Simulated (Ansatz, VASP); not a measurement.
One calculation of MnS, two programs

```
Mn S
1.0
     1.80526    1.04227    5.86154
    -1.80526    1.04227    5.86154
     0.00000   -2.08454    5.86154
Mn S
2 2
Direct
  0.00000 0.00000 0.00000
  0.50000 0.50000 0.50000
  0.75000 0.75000 0.75000
  0.25000 0.25000 0.25000
```

Alike in both runs: task single point; functional PBE; k mesh 7 × 7 × 7; occupations fermi-dirac, width 0.1 eV; collinear spin; Hubbard terms Mn d U = 4.4 eV, J = 0.9 eV.

|  | VASP | Ansatz |
| --- | --- | --- |
| version | VASP 6.6.1 | Ansatz 0.2.0 |
| potentials or method | VASP PAW PBE potentials, release 64 (Mn_pv, S), cutoff 520 eV | plane waves, PAW |
| valence electrons in the cell | 38 | 42 |

```tsv
	VASP	Ansatz	Ansatz less VASP
net moment per atom (μB)	2.49	2.50	+0.010
size of the moment on the site where the two differ most (μB)	4.54	4.42	-0.115
```

Site moments also hang on the region over which each program counts them. The programs project onto different local orbitals, so the same U acts differently, and such runs can settle in different states. VASP's potentials hold 38 valence electrons a cell and Ansatz's 42, so a difference there can come from the potentials and not from the codes.
